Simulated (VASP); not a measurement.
# WC (P-6m2) in VASP: further runs

Runs on WC. Level: PBEsol. Tasks: relaxation of cell and atoms, single point.

All numbers are computed with VASP 6.6.1; they aren't measurements. Logs are shortened: lines on timing, memory, paths and dates and some standing lists are left out, and cuts for length are marked.

**1. The cell of the first run**

Symmetry: P-6m2, No. 187, hexagonal system. The conventional cell has a = 2.908 Å, b = 2.908 Å, c = 2.837 Å, α = 90.00°, β = 90.00°, γ = 120.00°. W (site symmetry -6m2) has 6 C at 2.20 Å and 2 W at 2.84 Å within 2.9 Å. Within 2.9 Å of C (site symmetry -6m2) lie 6 W at 2.20 Å and 2 C at 2.84 Å.

**2. Relaxation of cell and atoms, PBEsol, target pressure -1 GPa, at which the enthalpy is minimised**

INCAR reads:

```
ALGO     = Normal         # electronic algorithm
EDIFF    = 1E-7           # SCF threshold, eV
EDIFFG   = -0.008         # ionic threshold
ENCUT    = 600            # plane-wave cutoff, eV
GGA      = PS             # functional
IBRION   = 2              # ionic algorithm
ISIF     = 3              # what is computed and relaxed
ISMEAR   = 0              # smearing method
LASPH    = T              # aspherical terms in the spheres
LCHARG   = F              # write CHGCAR
LREAL    = F              # projectors in reciprocal space
LWAVE    = F              # write WAVECAR
NELM     = 80             # most SCF steps
NSW      = 70             # ionic steps
PREC     = Accurate       # precision mode
PSTRESS  = -10.0        
SIGMA    = 0.1            # smearing width, eV
```

KPOINTS reads:

```
k-points
0
Gamma
  18 18 14
```

POSCAR reads:

```
WC
1.0
    2.9076763167      0.0000000000      0.0000000000
   -1.4538381583      2.5181215562      0.0000000000
    0.0000000000      0.0000000000      2.8367299728
W C
1 1
Direct
    0.0000000000      0.0000000000      0.0000000000
    0.6666666667      0.3333333333      0.5000000000
```

Potentials or basis: VASP PAW PBE potentials, release 64 (W_sv, C).

Run with:

```console
cat potpaw_PBE.64/W_sv/POTCAR potpaw_PBE.64/C/POTCAR > POTCAR
mpirun -np 1 vasp_std > vasp.out
```

OUTCAR:

```text
EDIFF = 1E-7
   EDIFFG = -0.008
   ENCUT = 600
   GGA = PS
   IBRION = 2
   ISIF = 3
   ISMEAR = 0
   LASPH = T
   LREAL = F
   NELM = 80
   NSW = 70
   PREC = Accurate
   PSTRESS = -10.0

 ion  position               nearest neighbor table
   1  0.000  0.000  0.000-   2 2.20   2 2.20   2 2.20   2 2.20   2 2.20   2 2.20
   2  0.667  0.333  0.500-   1 2.20   1 2.20   1 2.20   1 2.20   1 2.20   1 2.20

  LATTYP: Found a hexagonal cell.
 ALAT       =     2.9076763167
 C/A-ratio  =     0.9756003296

  Lattice vectors:

 A1 = (   2.9076763167,   0.0000000000,   0.0000000000)
 A2 = (  -1.4538381583,   2.5181215562,   0.0000000000)
 A3 = (   0.0000000000,   0.0000000000,   2.8367299728)

Analysis of symmetry for initial positions (statically):
=====================================================================
 Subroutine PRICEL returns:
 Original cell was already a primitive cell.

 Routine SETGRP: Setting up the symmetry group for a
 hexagonal supercell.

 Subroutine GETGRP returns: Found 12 space group operations
 (whereof 12 operations were pure point group operations)
 out of a pool of 24 trial point group operations.

The static configuration has the point symmetry D_3h.

Analysis of symmetry for dynamics (positions and initial velocities):
=====================================================================
 Subroutine PRICEL returns:
 Original cell was already a primitive cell.

 Routine SETGRP: Setting up the symmetry group for a
 hexagonal supercell.

 Subroutine GETGRP returns: Found 12 space group operations
 (whereof 12 operations were pure point group operations)
 out of a pool of 24 trial point group operations.

The dynamic configuration has the point symmetry D_3h.

 Subroutine INISYM returns: Found 12 space group operations
 (whereof 12 operations are pure point group operations),
 and found     1 'primitive' translations

----------------------------------------------------------------------------------------

                                     Primitive cell

  volume of cell :      20.7702

  direct lattice vectors                    reciprocal lattice vectors
     2.907676317  0.000000000  0.000000000     0.343917235  0.198560708  0.000000000
    -1.453838158  2.518121556  0.000000000     0.000000000  0.397121417  0.000000000
     0.000000000  0.000000000  2.836729973     0.000000000  0.000000000  0.352518572

  length of vectors
     2.907676317  2.907676317  2.836729973     0.397121417  0.397121417  0.352518572

  position of ions in fractional coordinates (direct lattice)
     0.000000000  0.000000000  0.000000000
     0.666666667  0.333333333  0.500000000

  ion indices of the primitive-cell ions
   primitive index   ion index
                 1           1
                 2           2

----------------------------------------------------------------------------------------

 KPOINTS: k-points

Automatic generation of k-mesh.
 Grid dimensions read from file:
 generate k-points for:   18   18   14

 Generating k-lattice:

  Cartesian coordinates                     Fractional coordinates (reciprocal lattice)
     0.019106513  0.011031150  0.000000000     0.055555556  0.000000000  0.000000000
     0.000000000  0.022062301  0.000000000     0.000000000  0.055555556  0.000000000
     0.000000000  0.000000000  0.025179898     0.000000000  0.000000000  0.071428571

  Length of vectors
     0.022062301  0.022062301  0.025179898

  Shift w.r.t. Gamma in fractional coordinates (k-lattice)
     0.000000000  0.000000000  0.000000000

 Subroutine IBZKPT returns following result:
 ===========================================

 Found    296 irreducible k-points:

 Following reciprocal coordinates:
            Coordinates               Weight
  0.000000  0.000000  0.000000      1.000000
  0.055556 -0.000000  0.000000      6.000000
  0.111111 -0.000000  0.000000      6.000000
  0.166667 -0.000000  0.000000      6.000000
  0.222222 -0.000000  0.000000      6.000000
  0.277778 -0.000000  0.000000      6.000000
[... 16 lines left out ...]
  0.333333  0.111111  0.000000     12.000000
  0.388889  0.111111  0.000000     12.000000
 [... further k-points ...]
   k-points           NKPTS =    296   k-points in BZ     NKDIM =    296   number of bands    NBANDS=     13
   number of dos      NEDOS =    301   number of ions     NIONS =      2
   total plane-waves  NPLWV =  13824
   dimension x,y,z NGX =    24 NGY =   24 NGZ =   24
   dimension x,y,z NGXF=    48 NGYF=   48 NGZF=   48
   ions per type =               1   1
   NGX,Y,Z   is equivalent  to a cutoff of  13.72, 13.72, 14.07 a.u.
   NGXF,Y,Z  is equivalent  to a cutoff of  27.44, 27.44, 28.13 a.u.
 SYSTEM =  unknown system
   PREC   = accura    normal or accurate (medium, high low for compatibility)
   ISTART =      0    job   : 0-new  1-cont  2-samecut
   ICHARG =      2    charge: 1-file 2-atom 10-const
   ISPIN  =      1    spin polarized calculation?
   LNONCOLLINEAR =      F non collinear calculations
   LSORBIT =      F    spin-orbit coupling
   LASPH  =      T    aspherical Exc in radial PAW
   ENCUT  =  600.0 eV  44.10 Ry    6.64 a.u.   5.81  5.81  5.67*2*pi/ulx,y,z
   NELM   =     80;   NELMIN=  2; NELMDL= -5     # of ELM steps
   EDIFF  = 0.1E-06   stopping-criterion for ELM
   LREAL  =      F    real-space projection
   EDIFFG = -.8E-02   stopping-criterion for IOM
   NSW    =     70    number of steps for IOM
   IBRION =      2    ionic relax: 0-MD 1-quasi-New 2-CG
   NFREE  =      1    steps in history (QN), initial steepest desc. (CG)
   ISIF   =      3    stress and relaxation
   ISYM   =      2    0-nonsym 1-usesym 2-fastsym
   POTIM  = 0.5000    time-step for ionic-motion
   TEBEG  =    0.0;   TEEND  =   0.0 temperature during run
   PSTRESS=  -10.0 pullay stress
   NELECT =      18.0000    total number of electrons
   NUPDOWN=      -1.0000    fix difference up-down
   EMIN   =  10.00;   EMAX   =-10.00  energy-range for DOS
   EFERMI =   0.00;   METHOD = LEGACY
   ISMEAR =     0;   SIGMA  =   0.10  broadening in eV -4-tet -1-fermi 0-gaus
   EFERMI_NEDOS =   21; number of points for ismear=-14 and -15
   IALGO  =     38    algorithm
   IMIX   =      4    mixing-type and parameters
     AMIX     =   0.40;   BMIX     =  1.00
     AMIX_MAG =   1.60;   BMIX_MAG =  1.00
  volume/ion in A,a.u.               =      10.39        70.08
  Fermi-wavevector in a.u.,A,eV,Ry     =   1.560817  2.949517 33.145844  2.436151
  Thomas-Fermi vector in A             =   2.663974
   LORBIT       =      0    0 simple, 1 ext, 2 COOP (PROOUT), +10 PAW based schemes
   GGA     = PS    functional components
   LHFCALC =     F    Hartree Fock is set to
   AEXX    =    0.0000 exact exchange contribution
   IVDW    =     0    specifies the selected vdW correction
   LEPSILON=     F    determine dielectric tensor
   LRPA    =     F    only Hartree local field effects (RPA)
 conjugate gradient relaxation of ions
 non-spin polarized calculation
 Gauss-broadening in eV      SIGMA  =   0.10
  energy-cutoff  :      600.00
  volume of cell :       20.77
 maximum number of plane-waves:       704
 NGX is ok and might be reduce to    24
   NGX = 11   NGY = 11   NGZ = 11

--------------------------------------- Ionic step        1  -------------------------------------------

 number of electron      18.0000000 magnetization

 Free energy of the ion-electron system (eV)
  ---------------------------------------------------
  ext. energy  EPLUGINS =         0.00000000
  ---------------------------------------------------
  free energy    TOTEN  =       -23.90065375 eV

  energy without entropy =      -23.89935436  energy(sigma->0) =      -23.90000406

------------------------ aborting loop because EDIFF is reached ----------------------------------------

  FORCE on cell =-STRESS in cart. coord.  units (eV):
  Direction    XX          YY          ZZ          XY          YZ          ZX
  --------------------------------------------------------------------------------------
  -------------------------------------------------------------------------------------
  Total       -0.3374528     -0.3374528     -0.3710994     -0.0000000      0.0000000     -0.0000000
  in kB      -26.0305217    -26.0305217    -28.6259628     -0.0000000      0.0000000     -0.0000000
  external PRESSURE =     -16.8956687 kB  Pullay stress =     -10.0000000 kB
[... 61 lines left out ...]
  enthalpy is  TOTEN    =       -24.0270519169 eV   P V=       -0.1275934183

--------------------------------------- Ionic step        3  -------------------------------------------

 number of electron      18.0000001 magnetization

 Free energy of the ion-electron system (eV)
  ---------------------------------------------------
  ext. energy  EPLUGINS =         0.00000000
  ---------------------------------------------------
  free energy    TOTEN  =       -23.90164579 eV

  energy without entropy =      -23.90035939  energy(sigma->0) =      -23.90100259

 E-fermi :  10.9739     XC(G=0): -13.9458

 val. band max:       10.9388797062   @ k =   0.0556  -0.0000   0.2143
 cond. band min:      10.9890230450   @ k =   0.4444  -0.0000   0.5000
 fundamental gap:      0.0501433388
 Fermi energy:        10.9738689854

 k-point     1 :       0.0000    0.0000    0.0000
  band No.  band energies     occupation
      1     -62.9500      2.00000
      2     -26.9348      2.00000
      3     -26.8332      2.00000
      4     -26.8332      2.00000
      5      -3.4746      2.00000
      6       6.6302      2.00000
      7       7.6308      2.00000
      8       7.6308      2.00000
      9      11.1020      0.06999
     10      14.2207      0.00000
     11      14.2207      0.00000
     12      16.6537      0.00000
     13      16.6537      0.00000
[... 353 lines left out ...]
 k-point    24 :       0.3889    0.1111    0.0000
  band No.  band energies     occupation
      1     -62.8906      2.00000
      2     -27.6092      2.00000
      3     -27.0831      2.00000
      4     -26.8213      2.00000
      5      -0.0573      2.00000
      6       4.0833      2.00000
      7       7.3411      2.00000
      8       7.4624      2.00000
      9      10.4981      2.00000
     10      12.8001      0.00000
     11      14.5602      0.00000
     12      15.8186      0.00000
     13      18.5494      0.00000

 [... further k-points ...]
[... 5 lines left out ...]
  --------------------------------------------------------------------------------------
  -------------------------------------------------------------------------------------
  Total       -0.1373117     -0.1373117     -0.1157321     -0.0000000     -0.0000000     -0.0000000
  in kB      -10.6358506    -10.6358506     -8.9643432     -0.0000000     -0.0000000     -0.0000000
  external PRESSURE =      -0.0786814 kB  Pullay stress =     -10.0000000 kB
[... 17 lines left out ...]
  FREE ENERGIE OF THE ION-ELECTRON SYSTEM (eV)
  ---------------------------------------------------
  free  energy   TOTEN  =       -23.9016457922 eV

  energy  without entropy=      -23.9003593853  energy(sigma->0) =      -23.90100259

  enthalpy is  TOTEN    =       -24.0307484818 eV   P V=       -0.1291026896

 reached required accuracy - stopping structural energy minimisation
```

It used 350 s of CPU time on 1 thread of AMD EPYC 7R13 Processor (Zen 3), on a shared host.

What came out:

```yaml
Free_energy: -23.9016 eV
Relaxed_volume: 10.34 Å³/atom
Relaxed_cell: a = 2.904 Å, b = 2.904 Å, c = 2.832 Å, α = 90.00°, β = 90.00°, γ = 120.00°
Space_group_after_relaxing_to_0.05_Å: P-6m2 (No. 187)
Energy_change_on_relaxing_the_enthalpy_is_what_falls: -0.5 meV/atom
Ionic_steps: 3
Pressure_after_relaxing: -1.0 GPa
Band_gap_on_the_k_mesh: zero (band 9 reaches 11.61 eV, above the bottom of band 10 at 10.38 eV)
```

The path:
```tsv
step	energy change (eV)	largest force (eV/Å)	pressure (GPa)	volume (Å³)
1	0.0000	0.0000	-2.69	20.77
2	0.0012	0.0000	3.91	20.44
3	-0.0010	0.0000	-1.01	20.68
```

Final structure:
```yaml
crystal:
  lattice:
    - [2.90388, 0.00000, 0.00000]
    - [-1.45194, 2.51483, 0.00000]
    - [0.00000, 0.00000, 2.83242]
  atoms:
    - { symbol: W, position: [0.00000, 0.00000, 0.00000] }
    - { symbol: C, position: [0.66667, 0.33333, 0.50000] }
```

Levels at points of the mesh, in eV from the Fermi level:
| k point | band 6 | band 7 | band 8 | band 9 | band 10 | band 11 | band 12 | band 13 |
| --- | --- | --- | --- | --- | --- | --- | --- | --- |
| (0.00, 0.00, 0.00) | -4.34 | -3.34 | -3.34 | 0.13 | 3.25 | 3.25 | 5.68 | 5.68 |
| (0.50, 0.00, 0.00) | -7.05 | -3.62 | -3.60 | -0.44 | 2.35 | 4.56 | 4.93 | 6.90 |
| (0.00, 0.00, 0.50) | -8.69 | -2.02 | -2.02 | -0.60 | -0.60 | 3.72 | 4.54 | 4.54 |
| (0.50, 0.00, 0.50) | -6.48 | -4.33 | -4.18 | 0.30 | 4.46 | 5.36 | 6.70 | 9.26 |

Caveat: the cell is relaxed towards a set pressure, so the enthalpy falls and the energy may rise; the PAW data sets were made with another functional, which shifts forces and pressure a little; spin-orbit coupling is left out, which moves the levels of the heavy elements.

(Part 1 of 3 ends here.)
